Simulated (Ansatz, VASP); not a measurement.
# One calculation of BaS, two programs

```xyz
2
Lattice="-0.1173 3.4021 3.4021 3.4021 -0.1173 3.4021 3.4021 3.4021 -0.1173" Properties=species:S:1:pos:R:3 pbc="T T T"
Ba   -0.0277   -0.0277   -0.0277
S     1.6994    1.6994    1.6994
```

Change from the starting cell: shear_111 strain -5.0%.

Alike in both runs: task single point; functional r2SCAN; k mesh 6 × 6 × 6; no spin polarisation.

|  | VASP | Ansatz |
| --- | --- | --- |
| version | VASP 6.6.1 | Ansatz 0.2.0 |
| potentials or method | VASP PAW PBE potentials, release 64 (Ba_sv, S) | plane waves, PAW |
| plane-wave cutoff (eV) | 520 | 500 |
| occupations | gaussian, width 0.01 eV | fixed |
| valence electrons in the cell | 16 | 16 |

|  | VASP | Ansatz | Ansatz less VASP |
| --- | --- | --- | --- |
| gap on the k mesh at the Fermi level (eV) | 3.15 | 3.13 | -0.020 |
| pressure (GPa) | 2.0 | 1.5 | -0.50 |
| traceless stress, the component that is largest in VASP (GPa) | 0.12 | 0.12 | +0.009 |
| rms of the force components (eV/Å) | 0.005 | 0.000 | -0.0043 |

VASP's potentials were made for PBE, not for r2SCAN. Atom by atom the forces differ by 0.005 eV/Å (rms over components).

Spin-orbit coupling is off throughout.
